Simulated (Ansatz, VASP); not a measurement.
# One calculation of Ir, two programs

The input INCAR:

```
ALGO = Fast
EDIFF = 1E-6
ENCUT = 520
GGA = PE
ISIF = 2
ISMEAR = 0
LASPH = T
LCHARG = F
LREAL = F
LWAVE = F
NBANDS = 36
NELM = 100
PREC = Accurate
SIGMA = 0.15
```

Contents of KPOINTS:

```
k-points
0
Gamma
  20 20 4
```

File POSCAR:

```
Ir
1.0
    1.9197000000     -1.9197000000      0.0000000000
    1.9197000000      0.0000000000     -1.9197000000
    7.6788000000      7.6788000000      7.6788000000
Ir
6
Direct
    0.6666666667      0.6666666667      0.1666666667
    0.0000000000      0.0000000000      0.0000000000
    0.3333333333      0.3333333333      0.3333333333
    0.6666666667      0.6666666667      0.6666666667
    0.0000000000      0.0000000000      0.5000000000
    0.3333333333      0.3333333333      0.8333333333
```

Input for Ansatz:

```yaml
crystal:
  lattice:
    - [1.9197, -1.9197, 0.0]
    - [1.9197, 0.0, -1.9197]
    - [7.6788, 7.6788, 7.6788]
  atoms:
    - { symbol: Ir, position: [0.6666666667, 0.6666666667, 0.1666666667] }
    - { symbol: Ir, position: [0.0, 0.0, 0.0] }
    - { symbol: Ir, position: [0.3333333333, 0.3333333333, 0.3333333333] }
    - { symbol: Ir, position: [0.6666666667, 0.6666666667, 0.6666666667] }
    - { symbol: Ir, position: [0.0, 0.0, 0.5] }
    - { symbol: Ir, position: [0.3333333333, 0.3333333333, 0.8333333333] }
basis:
  ecutwfc: 420
kpoints:
  mp_grid: { grid: [20, 20, 4] }
hamiltonian:
  xc: pbe
scf:
  occupations: { method: gaussian, width: 0.15 }
output:
  forces: true
  stress: true
  eigenvalues: true
  write_density: true
  write_potential: true
  elf: true
  volumetric_format: npy
```

Alike in both runs: task single point; functional PBE; k mesh 20 × 20 × 4; occupations gaussian, width 0.15 eV; no spin polarisation.

|  | VASP | Ansatz |
| --- | --- | --- |
| version | VASP 6.6.1 | Ansatz 0.2.0 |
| potentials or method | VASP PAW PBE potentials, release 64 (Ir), cutoff 520 eV | scalar-relativistic, plane waves, PAW |
| valence electrons in the cell | 54 | 102 |

VASP gave:

```
gap on the k mesh at the Fermi level (eV) : none
pressure (GPa)                            : 9.5
```

**Question.** What did Ansatz give for the same quantities?

**Answer.** gap on the k mesh at the Fermi level (eV): none; pressure (GPa): 9.0.

A gap of «none» marks a metal or a gap that the smearing closes. With one functional, cell and mesh, what is left measures potentials, basis and numerics. VASP's potentials hold 54 valence electrons a cell and Ansatz's 102, so a difference there can come from the potentials and not from the codes.

Neither program's run includes spin-orbit coupling.
